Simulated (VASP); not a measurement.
# TiAl15N16 (a cell with a defect) in VASP: single point with PBE

Aim: the single point of TiAl15N16 (a cell with a defect) with PBE.

Everything below comes from runs of VASP 6.6.1. Logs are shortened: lines on timing, memory, paths and dates and some standing lists are left out, and cuts for length are marked.

### Step 1. The cell of the first run

The cell holds a defect, 32 atoms: a = 6.226 Å, b = 6.226 Å, c = 9.962 Å, α = 90.00°, β = 90.00°, γ = 120.00°.

### Step 2. Single point, PBE, collinear spin

INCAR reads:

```
SYSTEM = TiAl15N16
ALGO = Normal
EDIFF = 1E-7
ENCUT = 520
GGA = PE
ISIF = 2
ISMEAR = -1
ISPIN = 2
LASPH = .TRUE.
LCHARG = .FALSE.
LMAXMIX = 4
LORBIT = 11
LREAL = Auto
LWAVE = .FALSE.
MAGMOM = 1 0 0 0 0 0 0 0 0 0 0 0 0 0 0 0 0 0 0 0 0 0 0 0 0 0 0 0 0 0 0 0
NBANDS = 94
NELM = 150
PREC = Accurate
SIGMA = 0.01
```

KPOINTS reads:

```
k-points
0
G
  4 4 2
  0 0 0
```

POSCAR reads:

```
TiAl15N16
1.0
    6.2260000000      0.0000000000      0.0000000000
   -3.1130000000      5.3918741640      0.0000000000
    0.0000000000      0.0000000000      9.9620000000
Ti Al N
1 15 16
Direct
    0.1666666667      0.3333333333     -0.0073540666
    0.1666666667      0.3333333333      0.5001476600
    0.1677789821      0.8338894911      0.0015079105
    0.1657035514      0.8328517757      0.4996990450
    0.6661105089      0.3322210179      0.0015079105
    0.6671482243      0.3342964486      0.4996990450
    0.6661105089      0.8338894911      0.0015079105
    0.6671482243      0.8328517757      0.4996990450
    0.3333577358      0.1666422642      0.2517704556
    0.3350743754      0.1649256246      0.7474161916
    0.3333577358      0.6667154717      0.2517704556
    0.3350743754      0.6701487509      0.7474161916
    0.8332845283      0.1666422642      0.2517704556
    0.8298512491      0.1649256246      0.7474161916
    0.8333333333      0.6666666667      0.2501089097
    0.8333333333      0.6666666667      0.7504468477
    0.1666666667      0.3333333333      0.1979149077
    0.1666666667      0.3333333333      0.6932340104
    0.1671488657      0.8335744329      0.1918991671
    0.1647684572      0.8323842286      0.6896767536
    0.6664255671      0.3328511343      0.1918991671
    0.6676157714      0.3352315428      0.6896767536
    0.6664255671      0.8335744329      0.1918991671
    0.6676157714      0.8323842286      0.6896767536
    0.3336387797      0.1663612203      0.4426350195
    0.3406066972      0.1593933028      0.9371173019
    0.3336387797      0.6672775593      0.4426350195
    0.3406066972      0.6812133944      0.9371173019
    0.8327224407      0.1663612203      0.4426350195
    0.8187866056      0.1593933028      0.9371173019
    0.8333333333      0.6666666667      0.4402610093
    0.8333333333      0.6666666667      0.9421209611
```

Potentials or basis: VASP PAW PBE potentials, release 64 (Ti_sv, Al, N).

Command:

```sh
> cat potpaw_PBE.64/Ti_sv/POTCAR potpaw_PBE.64/Al/POTCAR potpaw_PBE.64/N/POTCAR > POTCAR
> mpirun -np 1 vasp_std > vasp.out
```

OUTCAR:

```text
SYSTEM = TiAl15N16
   EDIFF = 1E-7
   ENCUT = 520
   GGA = PE
   ISIF = 2
   ISMEAR = -1
   ISPIN = 2
   LASPH = .TRUE.
   LORBIT = 11
   LREAL = Auto
   NELM = 150
   PREC = Accurate

 ion  position               nearest neighbor table
   1  0.167  0.333  0.993-  26 1.96  30 1.96  28 1.96  17 2.04  10 3.04  14 3.04  12 3.04   5 3.11
                             3 3.11   7 3.11   7 3.11   5 3.11   3 3.11
   2  0.167  0.333  0.500-  25 1.89  29 1.89  27 1.89  18 1.92   9 3.06  13 3.06  11 3.06  10 3.06
                            14 3.06  12 3.06   6 3.11   4 3.11   8 3.11   8 3.11   6 3.11   4 3.11
   3  0.168  0.834  0.002-  26 1.87  28 1.87  19 1.90  32 1.90  15 3.06  11 3.07   9 3.07  16 3.08
                            12 3.10  10 3.10   7 3.10   5 3.10   1 3.11   1 3.11   7 3.12   5 3.12
   4  0.166  0.833  0.500-  25 1.89  27 1.89  31 1.89  20 1.89  12 3.05  10 3.05  11 3.06   9 3.06
                            15 3.06  16 3.07   8 3.10   6 3.10   2 3.11   2 3.11   8 3.12   6 3.12
   5  0.666  0.332  0.002-  26 1.87  30 1.87  21 1.90  32 1.90  15 3.06  13 3.07   9 3.07  16 3.08
                            14 3.10  10 3.10   3 3.10   7 3.10   1 3.11   1 3.11   7 3.12   3 3.12
   6  0.667  0.334  0.500-  25 1.89  29 1.89  31 1.89  22 1.89  14 3.05  10 3.05  13 3.06   9 3.06
                            15 3.06  16 3.07   4 3.10   8 3.10   2 3.11   2 3.11   8 3.12   4 3.12
   7  0.666  0.834  0.002-  28 1.87  30 1.87  23 1.90  32 1.90  15 3.06  11 3.07  13 3.07  16 3.08
                            12 3.10  14 3.10   3 3.10   5 3.10   1 3.11   1 3.11   3 3.12   5 3.12
   8  0.667  0.833  0.500-  27 1.89  29 1.89  31 1.89  24 1.89  12 3.05  14 3.05  11 3.06  13 3.06
                            15 3.06  16 3.07   4 3.10   6 3.10   2 3.11   2 3.11   4 3.12   6 3.12
   9  0.333  0.167  0.252-  17 1.88  21 1.89  19 1.89  25 1.90   6 3.06   4 3.06   2 3.06   5 3.07
                             3 3.07  13 3.11  11 3.11  15 3.11  15 3.11  13 3.11  11 3.11
  10  0.335  0.165  0.747-  22 1.88  20 1.88  26 1.89  18 1.89   1 3.04   6 3.05   4 3.05   2 3.06
[... 15 lines left out ...]
  19  0.167  0.834  0.192-  15 1.89  11 1.89   9 1.89   3 1.90
  20  0.165  0.832  0.690-  12 1.88  10 1.88  16 1.89   4 1.89
  21  0.666  0.333  0.192-  15 1.89  13 1.89   9 1.89   5 1.90
  22  0.668  0.335  0.690-  14 1.88  10 1.88  16 1.89   6 1.89
[... 8 lines left out ...]
  31  0.833  0.667  0.440-   8 1.89   4 1.89   6 1.89  15 1.89
  32  0.833  0.667  0.942-   7 1.90   3 1.90   5 1.90  16 1.91

  LATTYP: Found a hexagonal cell.
 ALAT       =     6.2260000000
 C/A-ratio  =     1.6000642467

  Lattice vectors:

 A1 = (   6.2260000000,   0.0000000000,   0.0000000000)
 A2 = (  -3.1130000000,   5.3918741640,   0.0000000000)
 A3 = (   0.0000000000,   0.0000000000,   9.9620000000)

Analysis of symmetry for initial positions (statically):
=====================================================================
 Subroutine PRICEL returns:
 Original cell was already a primitive cell.

 Routine SETGRP: Setting up the symmetry group for a
 hexagonal supercell.
[... 230 lines left out ...]

 val. band max:        9.9214901813   @ k =   0.0000   0.0000   0.5000
 cond. band min:       9.9440748159   @ k =   0.0000   0.0000   0.0000
 fundamental gap:      0.0225846345
 Fermi energy:         9.9336101334

 spin component 1

 k-point     1 :       0.0000    0.0000    0.0000
  band No.  band energies     occupation
      1     -47.6833      1.00000
      2     -24.1656      1.00000
      3     -24.1656      1.00000
      4     -23.8661      1.00000
      5      -8.9284      1.00000
      6      -8.0739      1.00000
[... 653 lines left out ...]
     79      12.7904      0.00000
     80      12.8989      0.00000
 Fermi energy:         9.9336101334

 spin component 2

 k-point     1 :       0.0000    0.0000    0.0000
  band No.  band energies     occupation
      1     -48.4230      1.00000
      2     -24.8257      1.00000
      3     -24.8257      1.00000
      4     -24.7482      1.00000
      5      -8.9348      1.00000
      6      -8.0792      1.00000
[... 653 lines left out ...]
     79      12.7422      0.00000
     80      12.8499      0.00000
 [bands above 80 left out]

------------------------ aborting loop because EDIFF is reached ----------------------------------------

  FORCE on cell =-STRESS in cart. coord.  units (eV):
  Direction    XX          YY          ZZ          XY          YZ          ZX
  --------------------------------------------------------------------------------------
  -------------------------------------------------------------------------------------
  Total       13.7611679     13.7611679     11.5835387      0.0000000      0.0000000     -0.0000000
  in kB       65.9280871     65.9280871     55.4953295      0.0000000      0.0000000     -0.0000000
  external PRESSURE =      62.4505013 kB  Pullay stress =       0.0000000 kB

 VOLUME and BASIS-vectors are now :
 -----------------------------------------------------------------------------
  energy-cutoff  :      520.00
  volume of cell :      334.42
      direct lattice vectors                 reciprocal lattice vectors
     6.226000000  0.000000000  0.000000000     0.160616768  0.092732134  0.000000000
    -3.113000000  5.391874164  0.000000000     0.000000000  0.185464269  0.000000000
     0.000000000  0.000000000  9.962000000     0.000000000  0.000000000  0.100381450

 POSITION                                       TOTAL-FORCE (eV/Angst)
 -----------------------------------------------------------------------------------
      0.00000      1.79729      9.88874         0.000000     -0.000000      0.033780
      0.00000      1.79729      4.98247         0.000000     -0.000000      0.003184
     -1.55131      4.49623      0.01502        -0.002700     -0.001559      0.003456
     -1.56100      4.49063      4.97800         0.002210      0.001276      0.002717
      3.11300      1.79129      0.01502         0.000000      0.003118      0.003456
      3.11300      1.80248      4.97800         0.000000     -0.002552      0.002717
[... 24 lines left out ...]
      3.11300      3.59458      4.38588         0.000000     -0.000000      0.000454
      3.11300      3.59458      9.38541         0.000000     -0.000000     -0.002939
 -----------------------------------------------------------------------------------
    total drift:                                0.000003     -0.000000      0.037222

  FREE ENERGIE OF THE ION-ELECTRON SYSTEM (eV)
  ---------------------------------------------------
  free  energy   TOTEN  =      -240.5413495596 eV

  energy  without entropy=     -240.5405353038  energy(sigma->0) =     -240.54094243

 total charge

# of ion       s       p       d       tot
------------------------------------------
    1        2.238   6.214   2.080  10.531
    2        0.367   0.436   0.000   0.803
    3        0.370   0.448   0.000   0.818
    4        0.370   0.445   0.000   0.815
    5        0.370   0.448   0.000   0.818
    6        0.370   0.445   0.000   0.815
[... 24 lines left out ...]
   31        1.223   2.646   0.000   3.869
   32        1.223   2.631   0.000   3.854
--------------------------------------------------
tot         27.392  55.096   2.080  84.568

 magnetization (x)

# of ion       s       p       d       tot
------------------------------------------
    1       -0.007  -0.007  -0.734  -0.748
    2       -0.000  -0.000   0.000  -0.000
    3       -0.003  -0.004   0.000  -0.006
    4       -0.000  -0.000   0.000  -0.000
    5       -0.003  -0.004   0.000  -0.006
    6       -0.000  -0.000   0.000  -0.000
[... 24 lines left out ...]
   31       -0.000  -0.000   0.000  -0.001
   32       -0.000  -0.000   0.000  -0.000
--------------------------------------------------
tot         -0.019   0.007  -0.734  -0.747
```

OSZICAR:

```text
N       E                     dE             d eps       ncg     rms          rms(c)
DAV:   1     0.795569400933E+03    0.79557E+03   -0.63964E+04  3008   0.136E+03
DAV:   2    -0.184358111076E+03   -0.97993E+03   -0.93430E+03  3630   0.310E+02
DAV:   3    -0.278990452574E+03   -0.94632E+02   -0.93365E+02  3868   0.103E+02
DAV:   4    -0.283231436198E+03   -0.42410E+01   -0.42205E+01  4528   0.205E+01
[... 11 lines left out ...]
DAV:  16    -0.240541342476E+03   -0.10772E-04   -0.10874E-04  3592   0.335E-02    0.176E-02
DAV:  17    -0.240541348040E+03   -0.55642E-05   -0.12519E-05  4008   0.166E-02    0.102E-02
DAV:  18    -0.240541349288E+03   -0.12471E-05   -0.41295E-06  4176   0.830E-03    0.540E-03
DAV:  19    -0.240541349493E+03   -0.20539E-06   -0.10123E-06  3824   0.413E-03    0.216E-03
DAV:  20    -0.240541349560E+03   -0.66663E-07   -0.15139E-07  2672   0.162E-03
   1 F= -.24054135E+03 E0= -.24054094E+03  d E =-.814256E-03  mag=    -0.9999
```

stdout:

```text
POSCAR found type information on POSCAR TiAlN
 POSCAR found :  3 types and      32 ions
 scaLAPACK will be used
 LDA part: xc-table for (Slater+PW92), standard interpolation
 POSCAR, INCAR and KPOINTS ok, starting setup
 FFT: planning ... GRIDC
 FFT: planning ... GRID_SOFT
 FFT: planning ... GRID
 WAVECAR not read
 entering main loop
```

Run time: 31 min. Hardware: 1 thread of Oxide Virtual Turin-like, shared host; peak memory 0.72 GiB.

Results:

```yaml
Free_energy: -240.5413 eV
Pressure: 6.2 GPa
Largest_force: 0.034 eV/Å
Band_gap_on_the_k_mesh: zero (filled and empty bands overlap)
Net_moment: -1.00 μB per cell
Site_moments: Ti -0.75; Al -0.00, -0.01 (each value once); N +0.00, -0.00, +0.01 (each value once) μB
Valence_electrons_inside_the_program's_atomic_spheres: Ti 10.53; Al 0.80, 0.82, 0.81 (each value once); N 3.85, 3.86, 3.87 (each value once)
```

Forces in eV/Å, atoms in the order of the input:
```
Ti   0.000  0.000  0.034
Al   0.000  0.000  0.003
Al  -0.003 -0.002  0.003
Al   0.002  0.001  0.003
Al   0.000  0.003  0.003
Al   0.000 -0.003  0.003
Al   0.003 -0.002  0.003
Al  -0.002  0.001  0.003
Al   0.000  0.000 -0.004
Al  -0.001  0.001 -0.001
Al   0.000  0.000 -0.004
Al   0.000 -0.001 -0.001
Al   0.000  0.000 -0.004
Al   0.001  0.001 -0.001
Al   0.000  0.000 -0.002
Al   0.000  0.000  0.002
N    0.000  0.000  0.015
N    0.000  0.000 -0.005
N    0.001  0.001 -0.001
N   -0.001  0.000 -0.004
N    0.000 -0.001 -0.001
N    0.000  0.001 -0.004
N   -0.001  0.001 -0.001
N    0.001  0.000 -0.004
N    0.000  0.000 -0.002
N    0.021 -0.012 -0.009
N    0.000  0.000 -0.002
N    0.000  0.024 -0.009
N    0.000  0.000 -0.002
N   -0.021 -0.012 -0.009
N    0.000  0.000  0.000
N    0.000  0.000 -0.003
```

The gap in the log of VASP goes by the Fermi energy; the results here count the filled bands.